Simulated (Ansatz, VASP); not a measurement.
**One calculation of C, two programs**

The input INCAR:

```
SYSTEM = C
  PREC = Accurate
  ENCUT = 520
  EDIFF = 1E-6
  ISMEAR = 0
  SIGMA = 0.05
  LREAL = .FALSE.
  LASPH = .TRUE.
  NELM = 80
  ALGO = Normal
  ISIF = 2
  LWAVE = .FALSE.
  LCHARG = .FALSE.
  GGA = PE
  NBANDS = 36
```

Contents of KPOINTS:

```
Automatic mesh
0
G
  10 10 2
  0 0 0
```

File POSCAR:

```
C
1.0
    1.7834000000     -1.7834000000      0.0000000000
    1.7834000000      0.0000000000     -1.7834000000
   10.5977016151     10.5977016151     10.5977016151
C
12
Direct
    0.6666666667      0.6666666667      0.1823276899
    0.0000000000      0.0000000000      0.0701398423
    0.3333333333      0.3333333333      0.2945155374
    0.6666666667      0.6666666667      0.5188912326
    1.0000000000      1.0000000000      0.4067033850
    0.3333333333      0.3333333333      0.6310790801
    0.6666666667      0.6666666667      0.2664685755
    1.0000000000      1.0000000000      0.1542807280
    0.3333333333      0.3333333333      0.3786564231
    0.6666666667      0.6666666667      0.6030321182
    0.0000000000      0.0000000000      0.4908442707
    0.3333333333      0.3333333333      0.0420928804
```

Input for Ansatz:

```yaml
crystal:
  lattice:
    - [1.7834, -1.7834, 0.0]
    - [1.7834, 0.0, -1.7834]
    - [10.5977016151, 10.5977016151, 10.5977016151]
  atoms:
    - { symbol: C, position: [0.6666666667, 0.6666666667, 0.1823276899] }
    - { symbol: C, position: [0.0, 0.0, 0.0701398423] }
    - { symbol: C, position: [0.3333333333, 0.3333333333, 0.2945155374] }
    - { symbol: C, position: [0.6666666667, 0.6666666667, 0.5188912326] }
    - { symbol: C, position: [1.0, 1.0, 0.406703385] }
    - { symbol: C, position: [0.3333333333, 0.3333333333, 0.6310790801] }
    - { symbol: C, position: [0.6666666667, 0.6666666667, 0.2664685755] }
    - { symbol: C, position: [1.0, 1.0, 0.154280728] }
    - { symbol: C, position: [0.3333333333, 0.3333333333, 0.3786564231] }
    - { symbol: C, position: [0.6666666667, 0.6666666667, 0.6030321182] }
    - { symbol: C, position: [0.0, 0.0, 0.4908442707] }
    - { symbol: C, position: [0.3333333333, 0.3333333333, 0.0420928804] }
basis:
  ecutwfc: 420
kpoints:
  mp_grid: { grid: [10, 10, 2] }
hamiltonian:
  xc: pbe
scf:
  occupations: { method: gaussian, width: 0.05 }
output:
  forces: true
  stress: true
  eigenvalues: true
```

Alike in both runs: task single point; functional PBE; k mesh 10 × 10 × 2; occupations gaussian, width 0.05 eV; no spin polarisation.

|  | VASP | Ansatz |
| --- | --- | --- |
| version | VASP 6.6.1 | Ansatz 0.2.0 |
| potentials or method | VASP PAW PBE potentials, release 64 (C), cutoff 520 eV | scalar-relativistic, plane waves, PAW |
| valence electrons in the cell | 48 | 48 |

|  | VASP | Ansatz | Ansatz less VASP |
| --- | --- | --- | --- |
| gap on the k mesh at the Fermi level (eV) | none | none | - |
| rms of the force components (eV/Å) | 1.478 | 1.483 | +0.0049 |

Atom by atom the forces differ by 0.008 eV/Å (rms over components). A gap of «none» marks a metal or a gap that the smearing closes.
